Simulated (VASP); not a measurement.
Here is a VASP 6.6.1 calculation.

Contents of INCAR:

```
ALGO = Fast
EDIFF = 1E-7
ENCUT = 520
GGA = PE
ISIF = 2
ISMEAR = 0
LASPH = True
LCHARG = False
LREAL = False
LWAVE = False
NBANDS = 21
NELM = 80
PREC = Accurate
SIGMA = 0.1
```

File KPOINTS:

```
k-points
0
Gamma
  8 5 36
```

POSCAR

```
Ru
1.0
    4.1973182999      0.0000000000      0.0000000000
    0.0000000000      6.8307328223      0.0000000000
    0.0000000000     -2.4395474365      0.9316273163
Ru
2
Direct
    0.2500000000      0.3333333333      0.3333333333
    0.7500000000      0.6666666667      0.6666666667
```

Potentials or basis: VASP PAW PBE potentials, release 64 (Ru_pv).

Launch:

```bash
$ cat potpaw_PBE.64/Ru_pv/POTCAR > POTCAR
$ mpirun -np 1 vasp_std > vasp.out
```

(1) What does it give for the band gap on the k mesh?

(2) What does it give for the largest force?

(3) Predict the pressure.

## Answers

(1) zero (band 14 reaches 14.70 eV, above the bottom of band 15 at 11.76 eV).

(2) 0.348 eV/Å.

(3) 12.8 GPa.

Caveat: the k points lie up to 0.52 Å⁻¹ apart.
